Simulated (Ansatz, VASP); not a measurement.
# One calculation of In3Cl, two programs

```xyz
8
Lattice="6.4631 0.0000 0.0000 -3.2315 5.5972 0.0000 0.0000 0.0000 6.1929" Properties=species:S:1:pos:R:3 pbc="T T T"
In    1.5817    0.9097    4.6511
In    4.8844    0.9149    4.6511
In    3.2285    3.7726    4.6511
In    1.6529    4.6823    1.5417
In   -1.6499    4.6875    1.5417
In   -0.0030    1.8246    1.5417
Cl    3.2315    1.8657    1.5903
Cl    0.0000    3.7315    4.6026
```

Alike in both runs: task single point; functional PBE; dispersion D3(BJ); k mesh 6 × 6 × 6; occupations gaussian, width 0.1 eV; no spin polarisation.

|  | VASP | Ansatz |
| --- | --- | --- |
| version | VASP 6.6.1 | Ansatz 0.2.0 |
| potentials or method | VASP PAW PBE potentials, release 64 (In_d, Cl), cutoff 520 eV | scalar-relativistic, plane waves, PAW |
| valence electrons in the cell | 92 | 92 |

Ansatz gave:

* gap on the k mesh at the Fermi level (eV): none
* pressure (GPa): -0.4
* traceless stress, the component that is largest in VASP (GPa): -1.73
* rms of the force components (eV/Å): 0.144

Task: Estimate VASP's values.

Result: gap on the k mesh at the Fermi level (eV): none; pressure (GPa): -0.4; traceless stress, the component that is largest in VASP (GPa): -1.73; rms of the force components (eV/Å): 0.145.

Atom by atom the forces differ by 0.000 eV/Å (rms over components). A gap of «none» marks a metal or a gap that the smearing closes.
